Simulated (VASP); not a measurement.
# Pt (I4/mmm) in VASP: a series of runs

Runs on Pt. Level: r2SCAN. Tasks: single point.

Everything below comes from runs of VASP 6.6.1. Logs are shortened: lines on timing, memory, paths and dates and some standing lists are left out, and cuts for length are marked.

**1. The cell of the first run**

Symmetry: I4/mmm, No. 139, tetragonal system. Conventional cell: a = 2.769 Å, b = 2.769 Å, c = 3.818 Å, α = 90.00°, β = 90.00°, γ = 90.00°. Within 3.6 Å of Pt (site symmetry 4/mmm) lie 12 Pt at 2.73 to 2.77 Å.

**2. Single point, r2SCAN (strain +0.000 along x and y, -0.025 along z)**

Contents of POSCAR:

```
Pt
1.0
    0.0000000000      1.9579000000      1.9089525000
    1.9579000000      0.0000000000      1.9089525000
    1.9579000000      1.9579000000      0.0000000000
Pt
1
Direct
    0.0000000000      0.0000000000      0.0000000000
```

Contents of INCAR.step1:

```
SYSTEM = Pt
PREC = Accurate
ENCUT = 520
ISMEAR = 0
SIGMA = 0.15
LREAL = .False.
LASPH = .True.
NELM = 60
NBANDS = 11
GGA = PE
ALGO = Normal
EDIFF = 1E-4
LWAVE = .True.
LCHARG = .False.
```

Contents of INCAR.step2:

```
SYSTEM = Pt
PREC = Accurate
ENCUT = 520
EDIFF = 1E-6
ISMEAR = 0
SIGMA = 0.15
LREAL = .False.
LASPH = .True.
NELM = 60
ALGO = Normal
ISIF = 2
LWAVE = .False.
LCHARG = .True.
METAGGA = R2SCAN
LMIXTAU = .True.
LELF = .True.
LVHAR = .True.
NBANDS = 11
ISTART = 1
```

Contents of KPOINTS:

```
Automatic mesh
0
Gamma
  20 20 20
  0 0 0
```

Potentials or basis: VASP PAW PBE potentials, release 64 (Pt).

On the command line:

```console
$ cat potpaw_PBE.64/Pt/POTCAR > POTCAR
$ cp INCAR.step1 INCAR
$ mpirun -np 1 vasp_std > vasp.out
$ cp INCAR.step2 INCAR
$ mpirun -np 1 vasp_std > vasp.out
```

OUTCAR:

```text
SYSTEM = Pt
   PREC = Accurate
   ENCUT = 520
   EDIFF = 1E-6
   ISMEAR = 0
   LREAL = .False.
   LASPH = .True.
   NELM = 60
   ISIF = 2
   METAGGA = R2SCAN
   ISTART = 1

 ion  position               nearest neighbor table
   1  0.000  0.000  0.000-

  LATTYP: Found a body centered tetragonal cell.
 ALAT       =     2.7688887338
 C/A-ratio  =     1.3788582233

  Lattice vectors:

 A1 = (   0.0000000000,  -1.9579000000,  -1.9089525000)
 A2 = (   0.0000000000,   1.9579000000,  -1.9089525000)
 A3 = (   1.9579000000,   0.0000000000,   1.9089525000)

Analysis of symmetry for initial positions (statically):
=====================================================================
 Subroutine PRICEL returns:
 Original cell was already a primitive cell.

 Routine SETGRP: Setting up the symmetry group for a
 body centered tetragonal supercell.

 Subroutine GETGRP returns: Found 16 space group operations
 (whereof 16 operations were pure point group operations)
 out of a pool of 16 trial point group operations.

The static configuration has the point symmetry D_4h.

Analysis of symmetry for dynamics (positions and initial velocities):
=====================================================================
 Subroutine PRICEL returns:
 Original cell was already a primitive cell.

 Routine SETGRP: Setting up the symmetry group for a
 body centered tetragonal supercell.

 Subroutine GETGRP returns: Found 16 space group operations
 (whereof 16 operations were pure point group operations)
 out of a pool of 16 trial point group operations.

The dynamic configuration has the point symmetry D_4h.

 Subroutine INISYM returns: Found 16 space group operations
 (whereof 16 operations are pure point group operations),
 and found     1 'primitive' translations

----------------------------------------------------------------------------------------

                                     Primitive cell

  volume of cell :      14.6355

  direct lattice vectors                    reciprocal lattice vectors
     0.000000000  1.957900000  1.908952500    -0.255375658  0.255375658  0.261923751
     1.957900000  0.000000000  1.908952500     0.255375658 -0.255375658  0.261923751
     1.957900000  1.957900000  0.000000000     0.255375658  0.255375658 -0.261923751

  length of vectors
     2.734496673  2.734496673  2.768888734     0.446136195  0.446136195  0.446136195

  position of ions in fractional coordinates (direct lattice)
     0.000000000  0.000000000  0.000000000

  ion indices of the primitive-cell ions
   primitive index   ion index
                 1           1

----------------------------------------------------------------------------------------

 KPOINTS: Automatic mesh

Automatic generation of k-mesh.
 Grid dimensions read from file:
 generate k-points for:   20   20   20

 Generating k-lattice:

  Cartesian coordinates                     Fractional coordinates (reciprocal lattice)
    -0.012768783  0.012768783  0.013096188     0.050000000  0.000000000  0.000000000
     0.012768783 -0.012768783  0.013096188     0.000000000  0.050000000  0.000000000
     0.012768783  0.012768783 -0.013096188     0.000000000  0.000000000  0.050000000

  Length of vectors
     0.022306810  0.022306810  0.022306810

  Shift w.r.t. Gamma in fractional coordinates (k-lattice)
     0.000000000  0.000000000  0.000000000

 Subroutine IBZKPT returns following result:
 ===========================================

 Found    641 irreducible k-points:

 Following reciprocal coordinates:
            Coordinates               Weight
  0.000000  0.000000  0.000000      1.000000
  0.050000 -0.000000  0.000000      8.000000
  0.100000 -0.000000  0.000000      8.000000
  0.150000 -0.000000  0.000000      8.000000
  0.200000 -0.000000  0.000000      8.000000
  0.250000  0.000000  0.000000      8.000000
[... 16 lines left out ...]
 -0.400000  0.050000  0.000000      8.000000
 -0.350000  0.050000  0.000000      8.000000
 [... further k-points ...]
   k-points           NKPTS =    641   k-points in BZ     NKDIM =    641   number of bands    NBANDS=     11
   number of dos      NEDOS =    301   number of ions     NIONS =      1
   total plane-waves  NPLWV =   9600
   dimension x,y,z NGX =    20 NGY =   20 NGZ =   24
   dimension x,y,z NGXF=    40 NGYF=   40 NGZF=   48
   ions per type =               1
   NGX,Y,Z   is equivalent  to a cutoff of  12.16, 12.16, 14.41 a.u.
   NGXF,Y,Z  is equivalent  to a cutoff of  24.32, 24.32, 28.82 a.u.
 SYSTEM =  Pt
   PREC   = accura    normal or accurate (medium, high low for compatibility)
   ISTART =      1    job   : 0-new  1-cont  2-samecut
   ICHARG =      0    charge: 1-file 2-atom 10-const
   ISPIN  =      1    spin polarized calculation?
   LNONCOLLINEAR =      F non collinear calculations
   LSORBIT =      F    spin-orbit coupling
   LASPH  =      T    aspherical Exc in radial PAW
   ENCUT  =  520.0 eV  38.22 Ry    6.18 a.u.   5.08  5.08  5.15*2*pi/ulx,y,z
   NELM   =     60;   NELMIN=  2; NELMDL=  0     # of ELM steps
   EDIFF  = 0.1E-05   stopping-criterion for ELM
   LREAL  =      F    real-space projection
   EDIFFG = 0.1E-04   stopping-criterion for IOM
   NSW    =      0    number of steps for IOM
   IBRION =     -1    ionic relax: 0-MD 1-quasi-New 2-CG
   NFREE  =      0    steps in history (QN), initial steepest desc. (CG)
   ISIF   =      2    stress and relaxation
   ISYM   =      2    0-nonsym 1-usesym 2-fastsym
   POTIM  = 0.5000    time-step for ionic-motion
   TEBEG  =    0.0;   TEEND  =   0.0 temperature during run
   PSTRESS=    0.0 pullay stress
   NELECT =      10.0000    total number of electrons
   NUPDOWN=      -1.0000    fix difference up-down
   EMIN   =  10.00;   EMAX   =-10.00  energy-range for DOS
   EFERMI =   0.00;   METHOD = LEGACY
   ISMEAR =     0;   SIGMA  =   0.15  broadening in eV -4-tet -1-fermi 0-gaus
   EFERMI_NEDOS =   21; number of points for ismear=-14 and -15
   IALGO  =     38    algorithm
   IMIX   =      4    mixing-type and parameters
     AMIX     =   0.40;   BMIX     =  1.00
     AMIX_MAG =   1.60;   BMIX_MAG =  1.00
  volume/ion in A,a.u.               =      14.64        98.76
  Fermi-wavevector in a.u.,A,eV,Ry     =   1.441914  2.724823 28.288103  2.079117
  Thomas-Fermi vector in A             =   2.560493
   LORBIT       =      0    0 simple, 1 ext, 2 COOP (PROOUT), +10 PAW based schemes
   METAGGA = R2SCAN    functional components
   LHFCALC =     F    Hartree Fock is set to
   AEXX    =    0.0000 exact exchange contribution
   IVDW    =     0    specifies the selected vdW correction
   LEPSILON=     F    determine dielectric tensor
   LRPA    =     F    only Hartree local field effects (RPA)
 non-spin polarized calculation
 Gauss-broadening in eV      SIGMA  =   0.15
  energy-cutoff  :      520.00
  volume of cell :       14.64
 maximum number of plane-waves:       405
   NGX = 11   NGY = 11   NGZ = 11

 number of electron      10.0000001 magnetization

 Free energy of the ion-electron system (eV)
  ---------------------------------------------------
  ext. energy  EPLUGINS =         0.00000000
  ---------------------------------------------------
  free energy    TOTEN  =       -51.47935448 eV

  energy without entropy =      -51.46188922  energy(sigma->0) =      -51.47062185

 E-fermi :  11.6073     XC(G=0): -14.8473

 val. band max:       11.6070173427   @ k =  -0.3500   0.2000   0.4000
 cond. band min:      11.6082016386   @ k =  -0.3000   0.2500   0.2000
 fundamental gap:      0.0011842959
 Fermi energy:        11.6072628934

 k-point     1 :       0.0000    0.0000    0.0000
  band No.  band energies     occupation
      1       0.7513      2.00000
      2       7.3937      2.00000
      3       7.3937      2.00000
      4       7.7029      2.00000
      5       9.5892      2.00000
      6       9.9479      2.00000
      7      27.0039      0.00000
      8      32.1103      0.00000
      9      32.1103      0.00000
     10      32.8219      0.00000
     11      38.3458      0.00000

 k-point     2 :       0.0500   -0.0000    0.0000
  band No.  band energies     occupation
      1       0.8599      2.00000
      2       7.3731      2.00000
      3       7.4378      2.00000
      4       7.7172      2.00000
      5       9.5681      2.00000
      6       9.9187      2.00000
      7      27.1756      0.00000
      8      31.7106      0.00000
      9      32.2769      0.00000
     10      32.8292      0.00000
     11      38.9768      0.00000

 k-point     3 :       0.1000   -0.0000    0.0000
  band No.  band energies     occupation
      1       1.1772      2.00000
      2       7.2806      2.00000
      3       7.5548      2.00000
      4       7.7965      2.00000
      5       9.5239      2.00000
      6       9.8479      2.00000
      7      27.6535      0.00000
      8      30.5382      0.00000
      9      32.7652      0.00000
     10      33.2507      0.00000
     11      39.9542      0.00000

 k-point     4 :       0.1500   -0.0000    0.0000
  band No.  band energies     occupation
      1       1.6748      2.00000
      2       7.1380      2.00000
      3       7.6936      2.00000
      4       7.9297      2.00000
      5       9.5164      2.00000
      6       9.7882      2.00000
      7      28.3090      0.00000
      8      29.0911      0.00000
      9      33.5400      0.00000
     10      34.0132      0.00000
     11      38.7635      0.00000

 k-point     5 :       0.2000   -0.0000    0.0000
  band No.  band energies     occupation
      1       2.2918      2.00000
      2       7.0437      2.00000
      3       7.7716      2.00000
      4       8.0311      2.00000
      5       9.6367      2.00000
      6       9.8265      2.00000
      7      27.5359      0.00000
      8      28.8731      0.00000
      9      34.5307      0.00000
     10      34.9873      0.00000
     11      37.1917      0.00000
[... 211 lines left out ...]
 k-point    21 :       0.5000    0.0500    0.0000
  band No.  band energies     occupation
      1       3.7841      2.00000
      2       7.3136      2.00000
      3       7.4663      2.00000
      4      10.3087      2.00000
      5      11.7299      0.24755
      6      12.4030      0.00000
      7      18.0566      0.00000
      8      26.8191      0.00000
      9      31.3900      0.00000
     10      31.8676      0.00000
     11      41.3123      0.00000

 k-point    22 :      -0.4500    0.0500    0.0000
  band No.  band energies     occupation
      1       3.7865      2.00000
      2       7.3151      2.00000
      3       7.4821      2.00000
      4      10.2578      2.00000
      5      11.5844      1.17061
      6      12.3127      0.00000
      7      18.3226      0.00000
      8      26.8605      0.00000
      9      31.6973      0.00000
     10      31.7452      0.00000
     11      41.4722      0.00000

 k-point    23 :      -0.4000    0.0500    0.0000
  band No.  band energies     occupation
      1       3.7915      2.00000
      2       7.3753      2.00000
      3       7.5588      2.00000
      4       9.5820      2.00000
      5      11.2409      1.99945
      6      11.8593      0.01747
      7      19.6833      0.00000
      8      27.1331      0.00000
      9      31.9797      0.00000
     10      32.6054      0.00000
     11      40.2843      0.00000

 k-point    24 :      -0.3500    0.0500    0.0000
  band No.  band energies     occupation
      1       3.7532      2.00000
      2       7.4870      2.00000
      3       7.6842      2.00000
      4       8.5819      2.00000
      5      10.7652      2.00000
      6      11.3972      1.95239
      7      21.5272      0.00000
      8      27.6286      0.00000
      9      32.6290      0.00000
     10      33.9091      0.00000
     11      38.6894      0.00000

 [... further k-points ...]

------------------------ aborting loop because EDIFF is reached ----------------------------------------

  FORCE on cell =-STRESS in cart. coord.  units (eV):
  Direction    XX          YY          ZZ          XY          YZ          ZX
  --------------------------------------------------------------------------------------
  -------------------------------------------------------------------------------------
  Total        1.2569478      1.2569478      1.4731152      0.0000000      0.0000000      0.0000000
  in kB      137.6010291    137.6010291    161.2653861      0.0000000      0.0000000      0.0000000
  external PRESSURE =     145.4891481 kB  Pullay stress =       0.0000000 kB

 VOLUME and BASIS-vectors are now :
 -----------------------------------------------------------------------------
  energy-cutoff  :      520.00
  volume of cell :       14.64
      direct lattice vectors                 reciprocal lattice vectors
     0.000000000  1.957900000  1.908952500    -0.255375658  0.255375658  0.261923751
     1.957900000  0.000000000  1.908952500     0.255375658 -0.255375658  0.261923751
     1.957900000  1.957900000  0.000000000     0.255375658  0.255375658 -0.261923751

 POSITION                                       TOTAL-FORCE (eV/Angst)
 -----------------------------------------------------------------------------------
      0.00000      0.00000      0.00000         0.000000      0.000000     -0.000000
 -----------------------------------------------------------------------------------
    total drift:                                0.000000      0.000000      0.000000

  FREE ENERGIE OF THE ION-ELECTRON SYSTEM (eV)
  ---------------------------------------------------
  free  energy   TOTEN  =       -51.4793544756 eV

  energy  without entropy=      -51.4618892235  energy(sigma->0) =      -51.47062185
```

It took 3.2 min on 1 thread of Intel Xeon Platinum 8488C (Sapphire Rapids), shared host; peak memory 0.22 GiB.

What came out:

| Quantity | Value |
| --- | --- |
| Free energy | -51.4794 eV |
| Pressure | 14.5 GPa |
| Band gap on the k mesh | zero (bands 5 and 6 overlap by 2.59 eV) |

Caveat: the cell differs from its parent crystal (strain +0.000 along x and y, -0.025 along z); the cell stands under pressure; the PAW data sets were made with another functional, which shifts forces and pressure a little; spin-orbit coupling is left out, which moves the levels of the heavy elements.

**3. Single point, r2SCAN (strain -0.025 along x and y, +0.025 along z)**

Contents of POSCAR:

```
Pt
1.0
    0.0000000000      1.9089525000      2.0068475000
    1.9089525000      0.0000000000      2.0068475000
    1.9089525000      1.9089525000      0.0000000000
Pt
1
Direct
    0.0000000000      0.0000000000      0.0000000000
```

Contents of INCAR.step1:

```
SYSTEM = Pt
  PREC = Accurate
  ENCUT = 520
  ISMEAR = 0
  SIGMA = 0.15
  LREAL = .FALSE.
  LASPH = .TRUE.
  NELM = 80
  NBANDS = 11
  GGA = PE
  ALGO = Normal
  EDIFF = 1E-4
  LWAVE = .TRUE.
  LCHARG = .FALSE.
```

Contents of INCAR.step2:

```
SYSTEM = Pt
  PREC = Accurate
  ENCUT = 520
  EDIFF = 1E-7
  ISMEAR = 0
  SIGMA = 0.15
  LREAL = .FALSE.
  LASPH = .TRUE.
  NELM = 80
  ALGO = Normal
  ISIF = 2
  LWAVE = .FALSE.
  LCHARG = .FALSE.
  METAGGA = R2SCAN
  LMIXTAU = .TRUE.
  NBANDS = 11
  ISTART = 1
```

Contents of KPOINTS:

```
regular mesh
0
G
  20 20 20
  0 0 0
```

Potentials or basis: VASP PAW PBE potentials, release 64 (Pt).

On the command line:

```console
$ cat potpaw_PBE.64/Pt/POTCAR > POTCAR
$ cp INCAR.step1 INCAR
$ mpirun -np 1 vasp_std > vasp.out
$ cp INCAR.step2 INCAR
$ mpirun -np 1 vasp_std > vasp.out
```

It took 3.1 min on 1 thread of Intel Xeon Platinum 8488C (Sapphire Rapids), shared host; peak memory 0.23 GiB.

Results (log left out):

| Item | Value |
| --- | --- |
| Free energy | -51.4708 eV |
| Pressure | 15.0 GPa |
| Band gap on the k mesh | zero (bands 5 and 6 overlap by 2.81 eV) |

Stress tensor (GPa, compression positive):
```
17.27  0.00  0.00
 0.00 17.27  0.00
 0.00  0.00 10.61
```

Levels at points of the mesh, in eV from the Fermi level:
| k point | band 3 | band 4 | band 5 | band 6 | band 7 | band 8 |
| --- | --- | --- | --- | --- | --- | --- |
| (0.00, 0.00, 0.00) | -3.88 | -3.88 | -2.22 | -1.47 | 15.44 | 19.87 |
| (0.50, 0.00, 0.00) | -3.91 | -0.42 | -0.11 | 0.19 | 6.44 | 14.97 |
| (0.50, 0.50, 0.00) | 0.00 | 0.52 | 0.52 | 1.24 | 8.79 | 12.78 |
| (0.50, 0.00, 0.50) | -0.09 | 0.28 | 0.87 | 2.25 | 10.19 | 11.67 |

Caveat: the cell differs from its parent crystal (strain -0.025 along x and y, +0.025 along z); the stress differs along the axes, from 11 to 17 GPa; the PAW data sets were made with another functional, which shifts forces and pressure a little; spin-orbit coupling is left out, which moves the levels of the heavy elements.

**4. Single point, r2SCAN (strain -0.025 along x and y, +0.050 along z)**

Contents of POSCAR:

```
Pt
1.0
    0.0000000000      1.9089525000      2.0557950000
    1.9089525000      0.0000000000      2.0557950000
    1.9089525000      1.9089525000      0.0000000000
Pt
1
Direct
    0.0000000000      0.0000000000      0.0000000000
```

Contents of INCAR.step1:

```
SYSTEM = Pt
PREC = Accurate ; ENCUT = 520
ISMEAR = 0 ; SIGMA = 0.15
LREAL = .False. ; LASPH = .True.
NELM = 60 ; NBANDS = 11
GGA = PE ; ALGO = Normal
EDIFF = 1E-4 ; LWAVE = .True.
LCHARG = .False.
```

Contents of INCAR.step2:

```
SYSTEM = Pt
PREC = Accurate ; ENCUT = 520
EDIFF = 1E-6 ; ISMEAR = 0
SIGMA = 0.15 ; LREAL = .False.
LASPH = .True. ; NELM = 60
ALGO = Normal ; ISIF = 2
LWAVE = .False. ; LCHARG = .True.
METAGGA = R2SCAN ; LMIXTAU = .True.
LELF = .True. ; LVHAR = .True.
NBANDS = 11 ; ISTART = 1
```

Contents of KPOINTS:

```
Automatic mesh
0
Gamma
  20 20 20
  0 0 0
```

On the command line:

```console
$ cat potpaw_PBE.64/Pt/POTCAR > POTCAR
$ cp INCAR.step1 INCAR
$ mpirun -np 1 vasp_std > vasp.out
$ cp INCAR.step2 INCAR
$ mpirun -np 1 vasp_std > vasp.out
```

It took 2.9 min on 1 thread of Intel Xeon Platinum 8488C (Sapphire Rapids), shared host; peak memory 0.23 GiB.

Results (log left out):

| Quantity | Value |
| --- | --- |
| Free energy | -51.4840 eV |
| Pressure | 7.5 GPa |
| Band gap on the k mesh | zero (bands 5 and 6 overlap by 2.81 eV) |

Stress tensor (GPa, compression positive):
```
10.61  0.00  0.00
 0.00 10.61  0.00
 0.00  0.00  1.40
```

Levels at points of the mesh, in eV from the Fermi level:
| k point | band 3 | band 4 | band 5 | band 6 | band 7 | band 8 |
| --- | --- | --- | --- | --- | --- | --- |
| (0.00, 0.00, 0.00) | -3.59 | -3.59 | -2.32 | -1.23 | 15.58 | 19.47 |
| (0.50, 0.00, 0.00) | -3.60 | -0.29 | -0.16 | 0.25 | 6.29 | 14.95 |
| (0.50, 0.50, 0.00) | 0.03 | 0.49 | 0.49 | 1.03 | 8.13 | 13.03 |
| (0.50, 0.00, 0.50) | -0.11 | 0.13 | 1.00 | 2.48 | 10.17 | 11.43 |

Caveat: the cell differs from its parent crystal (strain -0.025 along x and y, +0.050 along z); the stress differs along the axes, from 1 to 11 GPa; the PAW data sets were made with another functional, which shifts forces and pressure a little; spin-orbit coupling is left out, which moves the levels of the heavy elements.

[end of part 1 of 2]
